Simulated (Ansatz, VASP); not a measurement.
Hf in VASP and in Ansatz

INCAR

```
PREC = Accurate ; ENCUT = 520
EDIFF = 1E-6 ; ISMEAR = -1
SIGMA = 0.1 ; LREAL = False
LASPH = True ; NELM = 100
ALGO = Normal ; ISIF = 2
LWAVE = False ; LCHARG = False
GGA = B5 ; ALDAX = 1.0
AGGAX = 1.0 ; AGGAC = 1.0
ALDAC = 0.0 ; NBANDS = 17
```

File KPOINTS:

```
regular mesh
0
Gamma
  9 9 9
```

File POSCAR:

```
Hf
1.0
    0.0000000000      3.4734166068      3.4734166068
    3.4734166068      0.0000000000      3.4734166068
    3.4734166068      3.4734166068      0.0000000000
Hf
2
Direct
    0.1250000000      0.1250000000      0.1250000000
    0.8750000000      0.8750000000      0.8750000000
```

Input for Ansatz:

```yaml
crystal:
  lattice:
    - [0.0, 3.4734166068, 3.4734166068]
    - [3.4734166068, 0.0, 3.4734166068]
    - [3.4734166068, 3.4734166068, 0.0]
  atoms:
    - { symbol: Hf, position: [0.125, 0.125, 0.125] }
    - { symbol: Hf, position: [0.875, 0.875, 0.875] }
hamiltonian:
  xc: blyp
  pseudopotentials:
    kind: paw
    azcp:
      Hf: "pseudopotentials/Hf.paw.azcp"
basis:
  ecutwfc: 420
  fft_grid_basis: typed
kpoints:
  mp_grid: { grid: [9, 9, 9], shift: [0, 0, 0] }
magnetization:
  spin_polarized: false
scf:
  occupations: { method: fermi_dirac, width: 0.1 }
  lower_state_search: "off"
output:
  stress: true
```

Alike in both runs: task single point; functional BLYP; k mesh 9 × 9 × 9; occupations fermi-dirac, width 0.1 eV; no spin polarisation.

|  | VASP | Ansatz |
| --- | --- | --- |
| version | VASP 6.6.1 | Ansatz 0.2.0 |
| potentials or method | VASP PAW PBE potentials, release 64 (Hf_pv), cutoff 520 eV | plane waves (420 eV) with PAW, scalar-relativistic |
| valence electrons in the cell | 20 | 52 |

|  | VASP | Ansatz | Ansatz less VASP |
| --- | --- | --- | --- |
| pressure (GPa) | -2.8 | -2.8 | +0.06 |

VASP's potentials were made for PBE, not for BLYP. VASP's potentials hold 20 valence electrons a cell and Ansatz's 52, so a difference there can come from the potentials and not from the codes.

Neither program's run includes spin-orbit coupling.
